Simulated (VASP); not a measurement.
# Pd (Fm-3m) in VASP: notebook

The runs below take Pd through single point, relaxation of cell and atoms, with PBEsol.

Program: VASP 6.6.1. These are calculated values, not measurements. Logs are shortened: lines on timing, memory, paths and dates and some standing lists are left out, and cuts for length are marked.

### 1 The cell of the first run

It takes space group Fm-3m (No. 225, cubic). The conventional cell has a = 3.876 Å, b = 3.876 Å, c = 3.876 Å, α = 90.00°, β = 90.00°, γ = 90.00°. Within 3.6 Å of Pd (site symmetry m-3m) lie 12 Pd at 2.74 Å.

### 2 Single point, PBEsol

INCAR

```
SYSTEM = Pd
PREC = Accurate
ENCUT = 500
EDIFF = 1E-6
ISMEAR = -1
SIGMA = 0.05
LREAL = .False.
LASPH = .True.
NELM = 120
ALGO = Normal
ISIF = 2
LWAVE = .False.
LCHARG = .False.
GGA = PS
NBANDS = 11
GGA_COMPAT = .False.
```

KPOINTS

```
Automatic mesh
0
Gamma
  19 19 19
  0 0 0
```

POSCAR

```
Pd
1.0
    0.0000000000      1.9381089420      1.9381089420
    1.9381089420      0.0000000000      1.9381089420
    1.9381089420      1.9381089420      0.0000000000
Pd
1
Direct
    0.0000000000      0.0000000000      0.0000000000
```

Potentials or basis: VASP PAW PBE potentials, release 64 (Pd).

Command:

```console
$ cat potpaw_PBE.64/Pd/POTCAR > POTCAR
$ mpirun -np 1 vasp_std > vasp.out
```

OUTCAR:

```text
SYSTEM = Pd
   PREC = Accurate
   ENCUT = 500
   EDIFF = 1E-6
   ISMEAR = -1
   LREAL = .False.
   LASPH = .True.
   NELM = 120
   ISIF = 2
   GGA = PS

 ion  position               nearest neighbor table
   1  0.000  0.000  0.000-

  LATTYP: Found a face centered cubic cell.
 ALAT       =     3.8762178840

  Lattice vectors:

 A1 = (   0.0000000000,   1.9381089420,   1.9381089420)
 A2 = (   1.9381089420,   0.0000000000,   1.9381089420)
 A3 = (   1.9381089420,   1.9381089420,   0.0000000000)

Analysis of symmetry for initial positions (statically):
=====================================================================
 Subroutine PRICEL returns:
 Original cell was already a primitive cell.

 Routine SETGRP: Setting up the symmetry group for a
 face centered cubic supercell.

 Subroutine GETGRP returns: Found 48 space group operations
 (whereof 48 operations were pure point group operations)
 out of a pool of 48 trial point group operations.

The static configuration has the point symmetry O_h .

Analysis of symmetry for dynamics (positions and initial velocities):
=====================================================================
 Subroutine PRICEL returns:
 Original cell was already a primitive cell.

 Routine SETGRP: Setting up the symmetry group for a
 face centered cubic supercell.

 Subroutine GETGRP returns: Found 48 space group operations
 (whereof 48 operations were pure point group operations)
 out of a pool of 48 trial point group operations.

The dynamic configuration has the point symmetry O_h .

 Subroutine INISYM returns: Found 48 space group operations
 (whereof 48 operations are pure point group operations),
 and found     1 'primitive' translations

----------------------------------------------------------------------------------------

                                     Primitive cell

  volume of cell :      14.5601

  direct lattice vectors                    reciprocal lattice vectors
     0.000000000  1.938108942  1.938108942    -0.257983434  0.257983434  0.257983434
     1.938108942  0.000000000  1.938108942     0.257983434 -0.257983434  0.257983434
     1.938108942  1.938108942  0.000000000     0.257983434  0.257983434 -0.257983434

  length of vectors
     2.740899951  2.740899951  2.740899951     0.446840415  0.446840415  0.446840415

  position of ions in fractional coordinates (direct lattice)
     0.000000000  0.000000000  0.000000000

  ion indices of the primitive-cell ions
   primitive index   ion index
                 1           1

----------------------------------------------------------------------------------------

 KPOINTS: Automatic mesh

Automatic generation of k-mesh.
 Grid dimensions read from file:
 generate k-points for:   19   19   19

 Generating k-lattice:

  Cartesian coordinates                     Fractional coordinates (reciprocal lattice)
    -0.013578075  0.013578075  0.013578075     0.052631579  0.000000000  0.000000000
     0.013578075 -0.013578075  0.013578075     0.000000000  0.052631579  0.000000000
     0.013578075  0.013578075 -0.013578075     0.000000000  0.000000000  0.052631579

  Length of vectors
     0.023517917  0.023517917  0.023517917

  Shift w.r.t. Gamma in fractional coordinates (k-lattice)
     0.000000000  0.000000000  0.000000000

 Subroutine IBZKPT returns following result:
 ===========================================

 Found    220 irreducible k-points:

 Following reciprocal coordinates:
            Coordinates               Weight
  0.000000  0.000000  0.000000      1.000000
  0.052632  0.000000  0.000000      8.000000
  0.105263  0.000000  0.000000      8.000000
  0.157895  0.000000  0.000000      8.000000
  0.210526  0.000000  0.000000      8.000000
  0.263158  0.000000  0.000000      8.000000
[... 16 lines left out ...]
 -0.315789  0.052632  0.000000     24.000000
 -0.263158  0.052632  0.000000     24.000000
 [... further k-points ...]
   k-points           NKPTS =    220   k-points in BZ     NKDIM =    220   number of bands    NBANDS=     11
   number of dos      NEDOS =    301   number of ions     NIONS =      1
   total plane-waves  NPLWV =   8000
   dimension x,y,z NGX =    20 NGY =   20 NGZ =   20
   dimension x,y,z NGXF=    40 NGYF=   40 NGZF=   40
   ions per type =               1
   NGX,Y,Z   is equivalent  to a cutoff of  12.13, 12.13, 12.13 a.u.
   NGXF,Y,Z  is equivalent  to a cutoff of  24.26, 24.26, 24.26 a.u.
 SYSTEM =  Pd
   PREC   = accura    normal or accurate (medium, high low for compatibility)
   ISTART =      0    job   : 0-new  1-cont  2-samecut
   ICHARG =      2    charge: 1-file 2-atom 10-const
   ISPIN  =      1    spin polarized calculation?
   LNONCOLLINEAR =      F non collinear calculations
   LSORBIT =      F    spin-orbit coupling
   LASPH  =      T    aspherical Exc in radial PAW
   ENCUT  =  500.0 eV  36.75 Ry    6.06 a.u.   5.00  5.00  5.00*2*pi/ulx,y,z
   NELM   =    120;   NELMIN=  2; NELMDL= -5     # of ELM steps
   EDIFF  = 0.1E-05   stopping-criterion for ELM
   LREAL  =      F    real-space projection
   EDIFFG = 0.1E-04   stopping-criterion for IOM
   NSW    =      0    number of steps for IOM
   IBRION =     -1    ionic relax: 0-MD 1-quasi-New 2-CG
   NFREE  =      0    steps in history (QN), initial steepest desc. (CG)
   ISIF   =      2    stress and relaxation
   ISYM   =      2    0-nonsym 1-usesym 2-fastsym
   POTIM  = 0.5000    time-step for ionic-motion
   TEBEG  =    0.0;   TEEND  =   0.0 temperature during run
   PSTRESS=    0.0 pullay stress
   NELECT =      10.0000    total number of electrons
   NUPDOWN=      -1.0000    fix difference up-down
   EMIN   =  10.00;   EMAX   =-10.00  energy-range for DOS
   EFERMI =   0.00;   METHOD = LEGACY
   ISMEAR =    -1;   SIGMA  =   0.05  broadening in eV -4-tet -1-fermi 0-gaus
   EFERMI_NEDOS =   21; number of points for ismear=-14 and -15
   IALGO  =     38    algorithm
   IMIX   =      4    mixing-type and parameters
     AMIX     =   0.40;   BMIX     =  1.00
     AMIX_MAG =   1.60;   BMIX_MAG =  1.00
  volume/ion in A,a.u.               =      14.56        98.26
  Fermi-wavevector in a.u.,A,eV,Ry     =   1.444397  2.729515 28.385608  2.086283
  Thomas-Fermi vector in A             =   2.562697
   LORBIT       =      0    0 simple, 1 ext, 2 COOP (PROOUT), +10 PAW based schemes
   GGA     = PS    functional components
   LHFCALC =     F    Hartree Fock is set to
   AEXX    =    0.0000 exact exchange contribution
   IVDW    =     0    specifies the selected vdW correction
   LEPSILON=     F    determine dielectric tensor
   LRPA    =     F    only Hartree local field effects (RPA)
 non-spin polarized calculation
  energy-cutoff  :      500.00
  volume of cell :       14.56
 maximum number of plane-waves:       381
   NGX =  9   NGY =  9   NGZ =  9

 number of electron      10.0000002 magnetization

 Free energy of the ion-electron system (eV)
  ---------------------------------------------------
  ext. energy  EPLUGINS =         0.00000000
  ---------------------------------------------------
  free energy    TOTEN  =        -5.96751238 eV

  energy without entropy =       -5.94798471  energy(sigma->0) =       -5.95774855

 E-fermi :   9.8614     XC(G=0): -13.4603

 val. band max:        9.8582636581   @ k =  -0.4211   0.4211   0.1579
 cond. band min:       9.8622664946   @ k =  -0.4737   0.4211   0.1053
 fundamental gap:      0.0040028365
 Fermi energy:         9.8613871543

 k-point     1 :       0.0000    0.0000    0.0000
  band No.  band energies     occupation
      1       2.4995      2.00000
      2       6.9321      2.00000
      3       6.9321      2.00000
      4       6.9321      2.00000
      5       8.5989      2.00000
      6       8.5989      2.00000
      7      26.9735      0.00000
      8      31.8171      0.00000
      9      31.8171      0.00000
     10      31.8171      0.00000
     11      35.9071      0.00000

 k-point     2 :       0.0526    0.0000    0.0000
  band No.  band energies     occupation
      1       2.6018      2.00000
      2       6.8943      2.00000
      3       6.9683      2.00000
      4       6.9683      2.00000
      5       8.5809      2.00000
      6       8.5809      2.00000
      7      27.0870      0.00000
      8      31.1241      0.00000
      9      31.9375      0.00000
     10      31.9375      0.00000
     11      35.9517      0.00000

 k-point     3 :       0.1053    0.0000    0.0000
  band No.  band energies     occupation
      1       2.8986      2.00000
      2       6.7980      2.00000
      3       7.0645      2.00000
      4       7.0645      2.00000
      5       8.5414      2.00000
      6       8.5414      2.00000
      7      27.3576      0.00000
      8      29.6832      0.00000
      9      32.2818      0.00000
     10      32.2818      0.00000
     11      35.9807      0.00000

 k-point     4 :       0.1579    0.0000    0.0000
  band No.  band energies     occupation
      1       3.3532      2.00000
      2       6.6968      2.00000
      3       7.1793      2.00000
      4       7.1793      2.00000
      5       8.5255      2.00000
      6       8.5255      2.00000
      7      27.2894      0.00000
      8      28.3919      0.00000
      9      32.7941      0.00000
     10      32.7941      0.00000
     11      36.1032      0.00000

 k-point     5 :       0.2105    0.0000    0.0000
  band No.  band energies     occupation
      1       3.8768      2.00000
      2       6.6988      2.00000
      3       7.2450      2.00000
      4       7.2450      2.00000
      5       8.6030      2.00000
      6       8.6030      2.00000
      7      25.8072      0.00000
      8      28.2104      0.00000
      9      33.3431      0.00000
     10      33.3431      0.00000
     11      35.6421      0.00000
[... 211 lines left out ...]
 k-point    21 :      -0.4211    0.0526    0.0000
  band No.  band energies     occupation
      1       4.4970      2.00000
      2       6.8742      2.00000
      3       6.9689      2.00000
      4       9.1407      2.00000
      5       9.6379      1.97736
      6      10.8703      0.00000
      7      18.0157      0.00000
      8      26.5337      0.00000
      9      30.4514      0.00000
     10      31.3951      0.00000
     11      35.9656      0.00000

 k-point    22 :      -0.3684    0.0526    0.0000
  band No.  band energies     occupation
      1       4.5487      2.00000
      2       6.9580      2.00000
      3       7.0378      2.00000
      4       8.5926      2.00000
      5       9.3589      1.99991
      6      10.1842      0.00314
      7      19.5490      0.00000
      8      26.8492      0.00000
      9      30.7658      0.00000
     10      32.3171      0.00000
     11      35.9593      0.00000

 k-point    23 :      -0.3158    0.0526    0.0000
  band No.  band energies     occupation
      1       4.5756      2.00000
      2       7.0626      2.00000
      3       7.1391      2.00000
      4       7.7784      2.00000
      5       9.0185      2.00000
      6       9.6543      1.96874
      7      21.3955      0.00000
      8      27.3066      0.00000
      9      31.3163      0.00000
     10      33.5545      0.00000
     11      35.6814      0.00000

 k-point    24 :      -0.2632    0.0526    0.0000
  band No.  band energies     occupation
      1       4.4712      2.00000
      2       6.9876      2.00000
      3       7.2358      2.00000
      4       7.2446      2.00000
      5       8.6834      2.00000
      6       9.2424      1.99999
      7      23.3417      0.00000
      8      27.7979      0.00000
      9      31.9220      0.00000
     10      34.8479      0.00000
     11      34.9460      0.00000

 [... further k-points ...]

------------------------ aborting loop because EDIFF is reached ----------------------------------------

  FORCE on cell =-STRESS in cart. coord.  units (eV):
  Direction    XX          YY          ZZ          XY          YZ          ZX
  --------------------------------------------------------------------------------------
  -------------------------------------------------------------------------------------
  Total       -0.0222984     -0.0222984     -0.0222984      0.0000000      0.0000000      0.0000000
  in kB       -2.4536895     -2.4536895     -2.4536895      0.0000000      0.0000000      0.0000000
  external PRESSURE =      -2.4536895 kB  Pullay stress =       0.0000000 kB

 VOLUME and BASIS-vectors are now :
 -----------------------------------------------------------------------------
  energy-cutoff  :      500.00
  volume of cell :       14.56
      direct lattice vectors                 reciprocal lattice vectors
     0.000000000  1.938108942  1.938108942    -0.257983434  0.257983434  0.257983434
     1.938108942  0.000000000  1.938108942     0.257983434 -0.257983434  0.257983434
     1.938108942  1.938108942  0.000000000     0.257983434  0.257983434 -0.257983434

 POSITION                                       TOTAL-FORCE (eV/Angst)
 -----------------------------------------------------------------------------------
      0.00000      0.00000      0.00000         0.000000      0.000000      0.000000
 -----------------------------------------------------------------------------------
    total drift:                               -0.000000     -0.000000     -0.000000

  FREE ENERGIE OF THE ION-ELECTRON SYSTEM (eV)
  ---------------------------------------------------
  free  energy   TOTEN  =        -5.9675123835 eV

  energy  without entropy=       -5.9479847082  energy(sigma->0) =       -5.95774855
```

It took 24 s on 1 thread of AMD EPYC 7R43 (Zen 3), shared host; peak memory 0.11 GiB.

What came out:

```
Free energy            : -5.9675 eV
Pressure               : -0.2 GPa
Band gap on the k mesh : zero (bands 5 and 6 overlap by 1.60 eV)
```

Caveat: the PAW data sets were made with another functional, which shifts forces and pressure a little.

### 3 Relaxation of cell and atoms, PBEsol

This run uses another cell than the first one, of 14.75 Å³/atom.

INCAR

```
SYSTEM = Pd
  PREC = Accurate
  ENCUT = 500
  EDIFF = 1E-7
  ISMEAR = -1
  SIGMA = 0.05
  LREAL = .False.
  LASPH = .True.
  NELM = 120
  ALGO = Normal
  ISIF = 3
  LWAVE = .False.
  LCHARG = .False.
  GGA = PS
  IBRION = 2
  NSW = 80
  EDIFFG = -0.01
  GGA_COMPAT = .False.
  NELMIN = 4
```

KPOINTS is that of step 2.

POSCAR

```
Pd
1.0
    0.0000000000      1.9465000000      1.9465000000
    1.9465000000      0.0000000000      1.9465000000
    1.9465000000      1.9465000000      0.0000000000
Pd
1
Direct
    0.0000000000      0.0000000000      0.0000000000
```

Potentials or basis: VASP PAW PBE potentials, release 64 (Pd).

Command:

```console
$ cat potpaw_PBE.64/Pd/POTCAR > POTCAR
$ mpirun -np 1 vasp_std > vasp.out
```

It took 45 s on 1 thread of AMD EPYC 7R43 (Zen 3), shared host; peak memory 0.12 GiB.

Results (log left out):

- Free energy: -5.9676 eV
- Relaxed volume: 14.54 Å³/atom
- Relaxed cell: a = 2.740 Å, b = 2.740 Å, c = 2.740 Å, α = 60.00°, β = 60.00°, γ = 60.00°
- Space group after relaxing (to 0.1 Å): Fm-3m (No. 225)
- Energy gained by relaxing: 1.9 meV/atom
- Ionic steps: 3
- Pressure after relaxing: 0.0 GPa
- Band gap on the k mesh: zero (bands 5 and 6 overlap by 1.61 eV)

Step by step:
| step | energy change (eV) | largest force (eV/Å) | pressure (GPa) | volume (Å³) |
| --- | --- | --- | --- | --- |
| 1 | 0.0000 | 0.0000 | -2.78 | 14.75 |
| 2 | 0.0031 | 0.0000 | 4.97 | 14.21 |
| 3 | -0.0019 | 0.0000 | -0.01 | 14.54 |

Final structure:
```
CELL_PARAMETERS angstrom
0.00000 1.93727 1.93727
1.93727 0.00000 1.93727
1.93727 1.93727 0.00000
ATOMIC_POSITIONS crystal
Pd 0.00000 0.00000 0.00000
```

Levels at points of the mesh, in eV from the Fermi level:
```tsv
k point	band 3	band 4	band 5	band 6	band 7	band 8
(0.00, 0.00, 0.00)	-2.94	-2.94	-1.27	-1.27	17.11	21.96
```

Caveat: the PAW data sets were made with another functional, which shifts forces and pressure a little.
